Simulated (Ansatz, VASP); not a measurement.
Two plane-wave programs on Y

The input INCAR:

```
ALGO = Fast ; EDIFF = 1E-6
ENCUT = 520 ; GGA = PS
ISIF = 2 ; ISMEAR = 0
LASPH = T ; LCHARG = F
LREAL = F ; LWAVE = F
NBANDS = 12 ; NELM = 100
PREC = Accurate ; SIGMA = 0.15
```

File KPOINTS:

```
k-points
0
Gamma
  16 16 16
```

POSCAR

```
Y
1.0
    0.0000000000      2.7335000000      2.4850000000
    2.2365000000      0.0000000000      2.4850000000
    2.2365000000      2.7335000000      0.0000000000
Y
1
Direct
    0.0000000000      0.0000000000      0.0000000000
```

Input for Ansatz:

```yaml
crystal:
  lattice:
    - [0.0, 2.7335, 2.485]
    - [2.2365, 0.0, 2.485]
    - [2.2365, 2.7335, 0.0]
  atoms:
    - { symbol: "Y", position: [0.0, 0.0, 0.0] }
basis:
  ecutwfc: 420
kpoints:
  mp_grid: { grid: [16, 16, 16] }
hamiltonian:
  xc: pbesol
scf:
  occupations: { method: gaussian, width: 0.15 }
output:
  forces: true
  stress: true
  eigenvalues: true
```

Change from the starting cell: strain -0.1000 x Voigt [1, -1, 0, 0, 0, 0], atoms carried along.

Alike in both runs: task single point; functional PBEsol; k mesh 16 × 16 × 16; occupations gaussian, width 0.15 eV; no spin polarisation.

|  | VASP | Ansatz |
| --- | --- | --- |
| version | VASP 6.6.1 | Ansatz 0.2.0 |
| potentials or method | VASP PAW PBE potentials, release 64 (Y_sv), cutoff 520 eV | scalar-relativistic, plane waves, PAW |
| valence electrons in the cell | 11 | 11 |

VASP gave:

| Item | Value |
| --- | --- |
| gap on the k mesh at the Fermi level (eV) | none |
| pressure (GPa) | 0.5 |
| traceless stress, the component that is largest in VASP (GPa) | -3.12 |

**Question.** Estimate Ansatz's values.

**Answer.** gap on the k mesh at the Fermi level (eV): none; pressure (GPa): 0.6; traceless stress, the component that is largest in VASP (GPa): -3.09.

VASP's potentials were made for PBE, not for PBEsol. A gap of «none» marks a metal or a gap that the smearing closes.
